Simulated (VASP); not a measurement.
Wanted: the native input for a VASP 6.6.1 run.

```yaml
Task: single point
Functional: LDA
Potentials_or_basis: VASP PAW LDA potentials, release 64 (Pt)
Cutoff: 520 eV
k_mesh: 20 × 20 × 20
Occupations: gaussian, width 0.15 eV
Spin: no spin polarisation
Dipole_correction: no
Further_INCAR_settings: ALGO = Fast; EDIFF = 1e-06; NBANDS = 11
```

The structure of Pt lies in POSCAR:

```
Pt
1.0
    0.0000000000      1.9468328700      1.9127632948
    1.8932949661      0.0000000000      1.9127632948
    1.8932949661      1.9468328700      0.0000000000
Pt
1
Direct
    0.0000000000      0.0000000000      0.0000000000
```

This cell differs from its parent crystal: normal strain along x -0.0275, normal strain along z -0.0175.

These files were run (other wordings do the same):

INCAR

```
PREC     = Accurate       # precision mode
ENCUT    = 520            # plane-wave cutoff, eV
EDIFF    = 1E-6           # SCF threshold, eV
ISMEAR   = 0              # smearing method
SIGMA    = 0.15           # smearing width, eV
LREAL    = F              # projectors in reciprocal space
LASPH    = T              # aspherical terms in the spheres
NELM     = 100            # most SCF steps
ALGO     = Fast           # electronic algorithm
ISIF     = 2              # what is computed and relaxed
LWAVE    = F              # write WAVECAR
LCHARG   = F              # write CHGCAR
GGA      = CA             # functional
NBANDS   = 11             # bands
```

KPOINTS

```
Automatic mesh
0
Gamma
  20 20 20
```

Potentials or basis: VASP PAW LDA potentials, release 64 (Pt).

The run is started by

```bash
$ cat potpaw_LDA.64/Pt/POTCAR > POTCAR
$ mpirun -np 1 vasp_std > vasp.out
```

It gave:

| Item | Value |
| --- | --- |
| Pressure | 17.1 GPa |
| Band gap on the k mesh | zero (band 5 reaches 13.22 eV, above the bottom of band 6 at 10.62 eV) |

Caveat: the cell differs from its parent crystal (normal strain along x -0.0275, normal strain along z -0.0175); spin-orbit coupling is left out, which moves the levels of the heavy elements.

Run time: 2.6 min on 1 thread of Intel(R) Xeon(R) Platinum 8375C CPU @ 2.90GHz (Ice Lake) (shared host), peak memory 0.27 GiB.
